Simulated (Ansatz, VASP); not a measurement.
Given: the input of a run of Ansatz 0.2.0 on Ga3Se.

The input input.yaml:

```yaml
crystal:
  lattice:
    - [4.4618199283, 0.0, 0.0]
    - [0.0, 4.4618199283, 0.0]
    - [0.0, 0.0, 4.4618199283]
  atoms:
    - { symbol: Se, position: [0.0, 0.0, 0.0] }
    - { symbol: Ga, position: [0.5, 0.5, 0.0] }
    - { symbol: Ga, position: [0.5, 0.0, 0.5] }
    - { symbol: Ga, position: [0.0, 0.5, 0.5] }
hamiltonian:
  xc: r2scan
  pseudopotentials: { kind: paw }
kpoints:
  mp_grid: { grid: [6, 6, 6] }
scf:
  occupations: { method: fermi_dirac, width: 0.05 }
output:
  forces: true
  stress: true
  eigenvalues: true
```

Potentials or basis: Ansatz PAW.

The run is started by

```console
$ ansatz run input.yaml --threads 2 --pin off --max-ram 5632MiB --backend cpu --events-out ev --progress --plain --runs-dir out
```

Set up the same calculation for VASP 6.6.1. Potentials there: VASP PAW PBE potentials, release 64 (Se, Ga_d).

As run (the cutoff follows the program's own potentials):

File POSCAR:

```
Ga3Se
1.0
    4.4618199283      0.0000000000      0.0000000000
    0.0000000000      4.4618199283      0.0000000000
    0.0000000000      0.0000000000      4.4618199283
Se Ga
1 3
Direct
    0.0000000000      0.0000000000      0.0000000000
    0.5000000000      0.5000000000      0.0000000000
    0.5000000000      0.0000000000      0.5000000000
    0.0000000000      0.5000000000      0.5000000000
```

Contents of INCAR.step1:

```
PREC = Accurate
ENCUT = 520
ISMEAR = -1
SIGMA = 0.05
LREAL = False
LASPH = True
NELM = 80
NBANDS = 30
GGA = PE
ALGO = Normal
EDIFF = 1E-4
LWAVE = True
LCHARG = False
```

Contents of INCAR.step2:

```
PREC = Accurate
ENCUT = 520
EDIFF = 1E-6
ISMEAR = -1
SIGMA = 0.05
LREAL = False
LASPH = True
NELM = 80
ALGO = Normal
ISIF = 2
LWAVE = False
LCHARG = True
METAGGA = R2SCAN
LMIXTAU = True
LELF = True
LVHAR = True
NBANDS = 30
ISTART = 1
```

File KPOINTS:

```
Automatic mesh
0
Gamma
  6 6 6
```

Potentials or basis: VASP PAW PBE potentials, release 64 (Se, Ga_d).

Command:

```console
$ cat potpaw_PBE.64/Se/POTCAR potpaw_PBE.64/Ga_d/POTCAR > POTCAR
$ cp INCAR.step1 INCAR
$ mpirun -np 1 vasp_std > vasp.out
$ cp INCAR.step2 INCAR
$ mpirun -np 1 vasp_std > vasp.out
```

Both were run:

|  | VASP | Ansatz | Ansatz less VASP |
| --- | --- | --- | --- |
| gap on the k mesh at the Fermi level (eV) | none | none | - |
| pressure (GPa) | -2.3 | -2.3 | -0.06 |

VASP's potentials were made for PBE, not for r2SCAN. A gap of «none» marks a metal or a gap that the smearing closes. VASP's potentials hold 45 valence electrons a cell and Ansatz's 55, so a difference there can come from the potentials and not from the codes.
